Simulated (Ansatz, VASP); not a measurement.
# MgO: VASP beside Ansatz

```xyz
12
Lattice="5.5231 0.0000 0.0000 0.0000 5.5231 0.0000 0.0000 0.0000 5.5231" Properties=species:S:1:pos:R:3 pbc="T T T"
Mg    1.3808   -0.0583    2.7615
Mg    0.0000    2.8198    1.3808
Mg    2.7615    4.1423    0.0000
Mg    4.1423   -0.0583    2.7615
Mg    0.0000    2.8198    4.1423
Mg    2.7615    1.3808    0.0000
O     1.3808    2.7263    0.0000
O     2.7615    0.0352    1.3808
O     0.0000    4.1423    2.7615
O     4.1423    2.7263    0.0000
O     2.7615    0.0352    4.1423
O     0.0000    1.3808    2.7615
```

Change from the starting cell: mode 14 frozen in at -0.029 Å and mode 24 at -0.058 Å (largest displacements).

Alike in both runs: task single point; functional LDA; k mesh 4 × 4 × 4; occupations gaussian, width 0.05 eV; no spin polarisation.

|  | VASP | Ansatz |
| --- | --- | --- |
| version | VASP 6.6.1 | Ansatz 0.2.0 |
| potentials or method | VASP PAW LDA potentials, release 64 (Mg, O), cutoff 520 eV | scalar-relativistic, plane waves, PAW |
| valence electrons in the cell | 48 | 96 |

|  | VASP | Ansatz | Ansatz less VASP |
| --- | --- | --- | --- |
| gap on the k mesh at the Fermi level (eV) | 2.79 | 2.80 | +0.011 |
| least direct gap on the mesh (eV) | 2.79 | 2.81 | +0.011 |
| pressure (GPa) | -0.6 | 0.1 | +0.71 |
| traceless stress, the component that is largest in VASP (GPa) | -0.13 | -0.13 | -0.003 |
| rms of the force components (eV/Å) | 0.432 | 0.423 | -0.0089 |

Ansatz warns that its potentials were made for another functional, while VASP's fit it. LDA's correlation is that of Perdew and Zunger in VASP and of Perdew and Wang (1992) in Ansatz. Atom by atom the forces differ by 0.009 eV/Å (rms over components). VASP's potentials hold 48 valence electrons a cell and Ansatz's 96, so a difference there can come from the potentials and not from the codes.
